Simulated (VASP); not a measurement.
TiO2:

```
CELL_PARAMETERS angstrom
2.70603 -2.70666 0.00000
2.70603 2.70666 0.00000
-2.63353 0.00000 4.79664
ATOMIC_POSITIONS crystal
Ti 0.86589 0.13411 0.75000
Ti 0.13411 0.86589 0.25000
O 0.08876 0.33122 0.16715
O 0.91124 0.66878 0.83285
O 0.66878 0.91124 0.33285
O 0.33122 0.08876 0.66715
```

Program: VASP 6.6.1. Alike in all runs: task single point; potentials or basis VASP PAW PBE potentials, release 64 (Ti_sv, O); no spin polarisation; cell as given; k mesh 8 × 8 × 6; cutoff (eV) 520; smearing fermi-dirac 0.05 eV.

Q: Order these runs on this cell by their pressure, lowest first.
A. level PBE+U; U Ti d U = 3.0 eV
B. level PBE
C. level PBEsol
D. level PBE+U; U Ti d U = 4.0 eV

A: C (-6.9 GPa), B (-1.0 GPa), A (4.0 GPa), D (5.7 GPa).

Caveats: the PAW data sets were made with another functional, which shifts forces and pressure a little (some runs).
